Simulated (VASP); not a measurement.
Set up this calculation in VASP 6.6.1, as the native input.

| Property | Result |
| --- | --- |
| Task | single point |
| Functional | LDA |
| Potentials or basis | VASP PAW LDA potentials, release 64 (Ag, Br) |
| Cutoff | 500 eV |
| k mesh | 12 × 12 × 12 |
| Occupations | gaussian, width 0.01 eV |
| Spin | no spin polarisation |
| Dipole correction | no |
| Further INCAR settings | ALGO = Normal; EDIFF = 1e-06; NBANDS = 16 |

The structure of AgBr lies in POSCAR:

```
AgBr
1.0
    0.0000000000      2.8435379225      2.8435379225
    2.8435379225      0.0000000000      2.8435379225
    2.8435379225      2.8435379225      0.0000000000
Ag Br
1 1
Direct
    0.5000000000      0.5000000000      0.5000000000
    0.0000000000      0.0000000000      0.0000000000
```

The input as run:

INCAR

```
SYSTEM = AgBr
  PREC = Accurate
  ENCUT = 500
  EDIFF = 1E-6
  ISMEAR = 0
  SIGMA = 0.01
  LREAL = .False.
  LASPH = .True.
  NELM = 120
  ALGO = Normal
  ISIF = 2
  LWAVE = .False.
  LCHARG = .False.
  GGA = CA
  NBANDS = 16
  GGA_COMPAT = .False.
```

KPOINTS

```
regular mesh
0
Gamma
  12 12 12
  0 0 0
```

Potentials or basis: VASP PAW LDA potentials, release 64 (Ag, Br).

Run with:

```console
$ cat potpaw_LDA.64/Ag/POTCAR potpaw_LDA.64/Br/POTCAR > POTCAR
$ mpirun -np 1 vasp_std > vasp.out
```

It gave:

```json
{
  "Pressure": "-2.9 GPa",
  "Band gap on the k mesh": "0.41 eV (least direct gap 2.44 eV)"
}
```

Run time: 16 s on 1 thread of Intel(R) Xeon(R) 6975P-C (Granite Rapids) (shared host), peak memory 0.18 GiB.
